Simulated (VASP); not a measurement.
# H2Rh (I4/mmm) in VASP: further runs

The runs below take H2Rh through single point, relaxation of cell and atoms, with PBE.

All numbers are computed with VASP 6.6.1; they aren't measurements. Logs are shortened: lines on timing, memory, paths and dates and some standing lists are left out, and cuts for length are marked.

## (1) The cell of the first run

Symmetry: I4/mmm, No. 139, tetragonal system. Conventional cell: a = 2.815 Å, b = 2.815 Å, c = 5.041 Å, α = 90.00°, β = 90.00°, γ = 90.00°. H (site symmetry 4mm) has 1 H at 1.46 Å and 1 Rh at 1.79 Å within 1.9 Å. Within 2.4 Å of Rh (site symmetry 4/mmm) lie 10 H at 1.79 to 2.12 Å.

## (2) Single point, PBE

The input, INCAR:

```
SYSTEM = H2Rh
PREC = Accurate ; ENCUT = 520
EDIFF = 1E-6 ; ISMEAR = 0
SIGMA = 0.1 ; LREAL = .FALSE.
LASPH = .TRUE. ; NELM = 100
ALGO = Normal ; ISIF = 2
LWAVE = .FALSE. ; LCHARG = .TRUE.
GGA = PE ; LELF = .TRUE.
LVHAR = .TRUE. ; NBANDS = 16
```

The input, KPOINTS:

```
regular mesh
0
G
  8 8 8
  0 0 0
```

The input, POSCAR:

```
H2Rh
1.0
   -1.4074188165      1.4074188165      2.5205682842
    1.4074188165     -1.4074188165      2.5205682842
    1.4074188165      1.4074188165     -2.5205682842
H Rh
2 1
Direct
    0.6449042770      0.6449042770      0.0000000000
    0.3550957230      0.3550957230      0.0000000000
    0.0000000000      0.0000000000      0.0000000000
```

Potentials or basis: VASP PAW PBE potentials, release 64 (H, Rh_pv).

On the command line:

```
> cat potpaw_PBE.64/H/POTCAR potpaw_PBE.64/Rh_pv/POTCAR > POTCAR
> mpirun -np 1 vasp_std > vasp.out
```

OUTCAR:

```text
SYSTEM = H2Rh
   PREC = Accurate
   ENCUT = 520
   EDIFF = 1E-6
   ISMEAR = 0
   LREAL = .FALSE.
   LASPH = .TRUE.
   NELM = 100
   ISIF = 2
   GGA = PE

 ion  position               nearest neighbor table
   1  0.645  0.645  0.000-   3 1.79   3 2.12   3 2.12   3 2.12   3 2.12
   2  0.355  0.355  0.000-   3 1.79   3 2.12   3 2.12   3 2.12   3 2.12
   3  0.000  0.000  0.000-   1 1.79   2 1.79   1 2.12   2 2.12   1 2.12   1 2.12   1 2.12   2 2.12
                             2 2.12   2 2.12

  LATTYP: Found a body centered tetragonal cell.
 ALAT       =     2.8148376330
 C/A-ratio  =     1.7909155787

  Lattice vectors:

 A1 = (  -1.4074188165,   1.4074188165,   2.5205682842)
 A2 = (   1.4074188165,  -1.4074188165,   2.5205682842)
 A3 = (   1.4074188165,   1.4074188165,  -2.5205682842)

Analysis of symmetry for initial positions (statically):
=====================================================================
 Subroutine PRICEL returns:
 Original cell was already a primitive cell.

 Routine SETGRP: Setting up the symmetry group for a
 body centered tetragonal supercell.

 Subroutine GETGRP returns: Found 16 space group operations
 (whereof 16 operations were pure point group operations)
 out of a pool of 16 trial point group operations.

The static configuration has the point symmetry D_4h.

Analysis of symmetry for dynamics (positions and initial velocities):
=====================================================================
 Subroutine PRICEL returns:
 Original cell was already a primitive cell.

 Routine SETGRP: Setting up the symmetry group for a
 body centered tetragonal supercell.

 Subroutine GETGRP returns: Found 16 space group operations
 (whereof 16 operations were pure point group operations)
 out of a pool of 16 trial point group operations.

The dynamic configuration has the point symmetry D_4h.

 Subroutine INISYM returns: Found 16 space group operations
 (whereof 16 operations are pure point group operations),
 and found     1 'primitive' translations

----------------------------------------------------------------------------------------

                                     Primitive cell

  volume of cell :      19.9712

  direct lattice vectors                    reciprocal lattice vectors
    -1.407418816  1.407418816  2.520568284     0.000000000  0.355260278  0.198367965
     1.407418816 -1.407418816  2.520568284     0.355260278  0.000000000  0.198367965
     1.407418816  1.407418816 -2.520568284     0.355260278  0.355260278  0.000000000

[... 81 lines left out ...]
   LSORBIT =      F    spin-orbit coupling
   LASPH  =      T    aspherical Exc in radial PAW
   ENCUT  =  520.0 eV  38.22 Ry    6.18 a.u.   5.97  5.97  5.97*2*pi/ulx,y,z
   NELM   =    100;   NELMIN=  2; NELMDL= -5     # of ELM steps
   EDIFF  = 0.1E-05   stopping-criterion for ELM
   LREAL  =      F    real-space projection
   EDIFFG = 0.1E-04   stopping-criterion for IOM
   NSW    =      0    number of steps for IOM
   IBRION =     -1    ionic relax: 0-MD 1-quasi-New 2-CG
   NFREE  =      0    steps in history (QN), initial steepest desc. (CG)
   ISIF   =      2    stress and relaxation
   ISYM   =      2    0-nonsym 1-usesym 2-fastsym
   POTIM  = 0.5000    time-step for ionic-motion
   TEBEG  =    0.0;   TEEND  =   0.0 temperature during run
   PSTRESS=    0.0 pullay stress
   NELECT =      17.0000    total number of electrons
   NUPDOWN=      -1.0000    fix difference up-down
   EMIN   =  10.00;   EMAX   =-10.00  energy-range for DOS
   EFERMI =   0.00;   METHOD = LEGACY
   ISMEAR =     0;   SIGMA  =   0.10  broadening in eV -4-tet -1-fermi 0-gaus
   EFERMI_NEDOS =   21; number of points for ismear=-14 and -15
   IALGO  =     38    algorithm
   IMIX   =      4    mixing-type and parameters
     AMIX     =   0.40;   BMIX     =  1.00
     AMIX_MAG =   1.60;   BMIX_MAG =  1.00
  volume/ion in A,a.u.               =       6.66        44.92
  Fermi-wavevector in a.u.,A,eV,Ry     =   1.551515  2.931939 32.751944  2.407200
  Thomas-Fermi vector in A             =   2.656024
   LORBIT       =      0    0 simple, 1 ext, 2 COOP (PROOUT), +10 PAW based schemes
   GGA     = PE    functional components
   LHFCALC =     F    Hartree Fock is set to
   AEXX    =    0.0000 exact exchange contribution
   IVDW    =     0    specifies the selected vdW correction
   LEPSILON=     F    determine dielectric tensor
   LRPA    =     F    only Hartree local field effects (RPA)
 non-spin polarized calculation
 Gauss-broadening in eV      SIGMA  =   0.10
  energy-cutoff  :      520.00
  volume of cell :       19.97
 maximum number of plane-waves:       554
   NGX = 11   NGY = 11   NGZ = 11

 number of electron      16.9999997 magnetization

 Free energy of the ion-electron system (eV)
  ---------------------------------------------------
  ext. energy  EPLUGINS =         0.00000000
  ---------------------------------------------------
  free energy    TOTEN  =       -13.09440699 eV

  energy without entropy =      -13.08928261  energy(sigma->0) =      -13.09184480

 E-fermi :   8.8690     XC(G=0): -12.9433

 val. band max:        8.8590899442   @ k =  -0.3750   0.5000   0.3750
 cond. band min:       8.8899340938   @ k =  -0.3750  -0.3750   0.2500
 fundamental gap:      0.0308441496
 Fermi energy:         8.8689915979

 k-point     1 :       0.0000    0.0000    0.0000
  band No.  band energies     occupation
      1     -37.2614      2.00000
      2     -36.9612      2.00000
      3     -36.9612      2.00000
      4      -2.7823      2.00000
      5       5.5311      2.00000
      6       5.8490      2.00000
[... 433 lines left out ...]
      3     -37.0795      2.00000
      4       1.1391      2.00000
      5       3.0009      2.00000
      6       6.2867      2.00000
[... 8 lines left out ...]
     15      30.4900      0.00000
     16      30.8537      0.00000

 [... further k-points ...]
[... 5 lines left out ...]
  --------------------------------------------------------------------------------------
  -------------------------------------------------------------------------------------
  Total        0.0116009      0.0116009     -0.0244899      0.0000000      0.0000000      0.0000000
  in kB        0.9306710      0.9306710     -1.9646866      0.0000000      0.0000000      0.0000000
  external PRESSURE =      -0.0344482 kB  Pullay stress =       0.0000000 kB

 VOLUME and BASIS-vectors are now :
 -----------------------------------------------------------------------------
  energy-cutoff  :      520.00
  volume of cell :       19.97
      direct lattice vectors                 reciprocal lattice vectors
    -1.407418816  1.407418816  2.520568284     0.000000000  0.355260278  0.198367965
     1.407418816 -1.407418816  2.520568284     0.355260278  0.000000000  0.198367965
     1.407418816  1.407418816 -2.520568284     0.355260278  0.355260278  0.000000000

 POSITION                                       TOTAL-FORCE (eV/Angst)
 -----------------------------------------------------------------------------------
      0.00000      0.00000      3.25105        -0.000000     -0.000000      0.001457
      0.00000      0.00000      1.79009         0.000000      0.000000     -0.001457
      0.00000      0.00000      0.00000        -0.000000     -0.000000      0.000000
 -----------------------------------------------------------------------------------
    total drift:                               -0.000000      0.000000     -0.000000

  FREE ENERGIE OF THE ION-ELECTRON SYSTEM (eV)
  ---------------------------------------------------
  free  energy   TOTEN  =       -13.0944069891 eV

  energy  without entropy=      -13.0892826138  energy(sigma->0) =      -13.09184480
```

OSZICAR:

```text
N       E                     dE             d eps       ncg     rms          rms(c)
DAV:   1     0.129196228473E+03    0.12920E+03   -0.96248E+03  1888   0.109E+03
DAV:   2    -0.114465971613E+02   -0.14064E+03   -0.13356E+03  2176   0.327E+02
DAV:   3    -0.135175981363E+02   -0.20710E+01   -0.20678E+01  2312   0.427E+01
DAV:   4    -0.135272942521E+02   -0.96961E-02   -0.96954E-02  2328   0.296E+00
DAV:   5    -0.135274105886E+02   -0.11634E-03   -0.11633E-03  2400   0.295E-01    0.118E+01
DAV:   6    -0.131100246362E+02    0.41739E+00   -0.91548E-01  2232   0.124E+01    0.472E+00
DAV:   7    -0.130948411501E+02    0.15183E-01   -0.85208E-02  2208   0.328E+00    0.313E+00
DAV:   8    -0.130944685796E+02    0.37257E-03   -0.51419E-03  2344   0.779E-01    0.208E-01
DAV:   9    -0.130944320480E+02    0.36532E-04   -0.32123E-04  2320   0.213E-01    0.389E-02
DAV:  10    -0.130944084580E+02    0.23590E-04   -0.11488E-05  2320   0.418E-02    0.101E-02
DAV:  11    -0.130944069244E+02    0.15337E-05   -0.18897E-06  2264   0.113E-02    0.449E-03
DAV:  12    -0.130944069891E+02   -0.64726E-07   -0.53397E-08  1424   0.217E-03
   1 F= -.13094407E+02 E0= -.13091845E+02  d E =-.512438E-02
```

stdout:

```text
POSCAR found type information on POSCAR H Rh
 POSCAR found :  2 types and       3 ions
 scaLAPACK will be used
 LDA part: xc-table for (Slater+PW92), standard interpolation
 POSCAR, INCAR and KPOINTS ok, starting setup
 FFT: planning ... GRIDC
 FFT: planning ... GRID_SOFT
 FFT: planning ... GRID
 WAVECAR not read
 entering main loop
```

It took 12 s on 1 thread of Intel Xeon 6975P-C (Granite Rapids), shared host; peak memory 0.15 GiB.

Results:

- Free energy: -13.0944 eV
- Pressure: 0.0 GPa

Stress tensor (GPa, compression positive):
```
 0.09  0.00  0.00
 0.00  0.09  0.00
 0.00  0.00 -0.20
```

Caveat: the k points lie up to 0.39 Å⁻¹ apart.

## (3) Single point, PBE

This run uses another cell than the first one, of 8.03 Å³/atom, 1.206 times its volume.

The input, INCAR:

```
PREC = Accurate ; ENCUT = 520
EDIFF = 1E-6 ; ISMEAR = 0
SIGMA = 0.1 ; LREAL = False
LASPH = True ; NELM = 60
ALGO = Normal ; ISIF = 2
LWAVE = False ; LCHARG = False
GGA = PE ; NBANDS = 16
```

The input, KPOINTS:

```
Automatic mesh
0
Gamma
  10 10 10
```

The input, POSCAR:

```
H2Rh
1.0
   -1.3489431450      1.3489431450      3.3091261527
    1.3489431450     -1.3489431450      3.3091261527
    1.3489431450      1.3489431450     -3.3091261527
H Rh
2 1
Direct
    0.6650000000      0.6650000000      0.0000000000
    0.3350000000      0.3350000000      0.0000000000
    0.0000000000      0.0000000000      0.0000000000
```

Potentials or basis: VASP PAW PBE potentials, release 64 (H, Rh_pv).

On the command line:

```
> cat potpaw_PBE.64/H/POTCAR potpaw_PBE.64/Rh_pv/POTCAR > POTCAR
> mpirun -np 1 vasp_std > vasp.out
```

OUTCAR:

```text
PREC = Accurate
   ENCUT = 520
   EDIFF = 1E-6
   ISMEAR = 0
   LREAL = False
   LASPH = True
   NELM = 60
   ISIF = 2
   GGA = PE

 ion  position               nearest neighbor table
   1  0.665  0.665  0.000-
   2  0.335  0.335  0.000-
   3  0.000  0.000  0.000-

  LATTYP: Found a body centered tetragonal cell.
 ALAT       =     2.6978862900
 C/A-ratio  =     2.4531250001

  Lattice vectors:

 A1 = (  -1.3489431450,   1.3489431450,   3.3091261527)
 A2 = (   1.3489431450,  -1.3489431450,   3.3091261527)
 A3 = (   1.3489431450,   1.3489431450,  -3.3091261527)

Analysis of symmetry for initial positions (statically):
=====================================================================
 Subroutine PRICEL returns:
 Original cell was already a primitive cell.

 Routine SETGRP: Setting up the symmetry group for a
 body centered tetragonal supercell.

 Subroutine GETGRP returns: Found 16 space group operations
 (whereof 16 operations were pure point group operations)
 out of a pool of 16 trial point group operations.

The static configuration has the point symmetry D_4h.

Analysis of symmetry for dynamics (positions and initial velocities):
=====================================================================
 Subroutine PRICEL returns:
 Original cell was already a primitive cell.

 Routine SETGRP: Setting up the symmetry group for a
 body centered tetragonal supercell.

 Subroutine GETGRP returns: Found 16 space group operations
 (whereof 16 operations were pure point group operations)
 out of a pool of 16 trial point group operations.

The dynamic configuration has the point symmetry D_4h.

 Subroutine INISYM returns: Found 16 space group operations
 (whereof 16 operations are pure point group operations),
[... 107 lines left out ...]
   TEBEG  =    0.0;   TEEND  =   0.0 temperature during run
   PSTRESS=    0.0 pullay stress
   NELECT =      17.0000    total number of electrons
   NUPDOWN=      -1.0000    fix difference up-down
   EMIN   =  10.00;   EMAX   =-10.00  energy-range for DOS
   EFERMI =   0.00;   METHOD = LEGACY
   ISMEAR =     0;   SIGMA  =   0.10  broadening in eV -4-tet -1-fermi 0-gaus
   EFERMI_NEDOS =   21; number of points for ismear=-14 and -15
   IALGO  =     38    algorithm
   IMIX   =      4    mixing-type and parameters
     AMIX     =   0.40;   BMIX     =  1.00
     AMIX_MAG =   1.60;   BMIX_MAG =  1.00
  volume/ion in A,a.u.               =       8.03        54.18
  Fermi-wavevector in a.u.,A,eV,Ry     =   1.457597  2.754460 28.906807  2.124590
  Thomas-Fermi vector in A             =   2.574380
   LORBIT       =      0    0 simple, 1 ext, 2 COOP (PROOUT), +10 PAW based schemes
   GGA     = PE    functional components
   LHFCALC =     F    Hartree Fock is set to
   AEXX    =    0.0000 exact exchange contribution
   IVDW    =     0    specifies the selected vdW correction
   LEPSILON=     F    determine dielectric tensor
   LRPA    =     F    only Hartree local field effects (RPA)
 non-spin polarized calculation
 Gauss-broadening in eV      SIGMA  =   0.10
  energy-cutoff  :      520.00
  volume of cell :       24.09
 maximum number of plane-waves:       664
   NGX = 15   NGY = 15   NGZ = 15

 number of electron      16.9999997 magnetization

 Free energy of the ion-electron system (eV)
  ---------------------------------------------------
  ext. energy  EPLUGINS =         0.00000000
  ---------------------------------------------------
  free energy    TOTEN  =       -12.34464072 eV

  energy without entropy =      -12.33900464  energy(sigma->0) =      -12.34182268

 E-fermi :   6.4359     XC(G=0): -11.9188

 val. band max:        6.4289936473   @ k =  -0.4000   0.5000   0.4000
 cond. band min:       6.4398583866   @ k =  -0.4000  -0.4000   0.4000
 fundamental gap:      0.0108647393
 Fermi energy:         6.4358673390

 k-point     1 :       0.0000    0.0000    0.0000
  band No.  band energies     occupation
      1     -39.4126      2.00000
      2     -39.3036      2.00000
      3     -39.3036      2.00000
      4      -3.3126      2.00000
      5       2.5903      2.00000
      6       2.9377      2.00000
[... 433 lines left out ...]
      3     -39.3630      2.00000
      4       0.5382      2.00000
      5       1.7280      2.00000
      6       4.6058      2.00000
[... 8 lines left out ...]
     15      24.5790      0.00000
     16      25.4312      0.00000

 [... further k-points ...]
[... 5 lines left out ...]
  --------------------------------------------------------------------------------------
  -------------------------------------------------------------------------------------
  Total       -1.7787972     -1.7787972     -4.3226919      0.0000000     -0.0000000      0.0000000
  in kB     -118.3249738   -118.3249738   -287.5439655      0.0000000     -0.0000000      0.0000000
  external PRESSURE =    -174.7313043 kB  Pullay stress =       0.0000000 kB

 VOLUME and BASIS-vectors are now :
 -----------------------------------------------------------------------------
  energy-cutoff  :      520.00
  volume of cell :       24.09
      direct lattice vectors                 reciprocal lattice vectors
    -1.348943145  1.348943145  3.309126153     0.000000000  0.370660544  0.151097292
     1.348943145 -1.348943145  3.309126153     0.370660544  0.000000000  0.151097292
     1.348943145  1.348943145 -3.309126153     0.370660544  0.370660544  0.000000000

 POSITION                                       TOTAL-FORCE (eV/Angst)
 -----------------------------------------------------------------------------------
      0.00000      0.00000      4.40114         0.000000      0.000000     -0.548108
      0.00000      0.00000      2.21711        -0.000000     -0.000000      0.548108
      0.00000      0.00000      0.00000        -0.000000     -0.000000      0.000000
 -----------------------------------------------------------------------------------
    total drift:                               -0.000000      0.000000     -0.000000

  FREE ENERGIE OF THE ION-ELECTRON SYSTEM (eV)
  ---------------------------------------------------
  free  energy   TOTEN  =       -12.3446407247 eV

  energy  without entropy=      -12.3390046401  energy(sigma->0) =      -12.34182268
```

Wall time 25 s (1 thread of Intel Xeon 6975P-C (Granite Rapids), shared host); peak memory 0.18 GiB.

What came out:

```
Free energy   : -12.3446 eV
Pressure      : -17.5 GPa
Largest force : 0.548 eV/Å
```

Forces in eV/Å, atoms in the order of the input:
```
H    0.000  0.000 -0.548
H    0.000  0.000  0.548
Rh   0.000  0.000  0.000
```

Levels at points of the mesh, in eV from the Fermi level:
```csv
k point,band 6,band 7,band 8,band 9,band 10,band 11,band 12,band 13
"(0.00, 0.00, 0.00)",-3.50,-0.67,-0.67,0.38,0.56,11.39,12.73,15.90
"(0.50, 0.00, 0.00)",-3.51,-1.27,-0.98,-0.16,3.19,5.96,6.87,13.19
"(0.50, 0.50, 0.00)",-1.97,-1.10,-0.66,1.64,3.71,3.86,7.41,11.80
"(0.50, 0.50, 0.50)",-3.97,-0.26,-0.26,-0.21,0.41,8.16,13.11,13.11
```

[end of part 1 of 2]
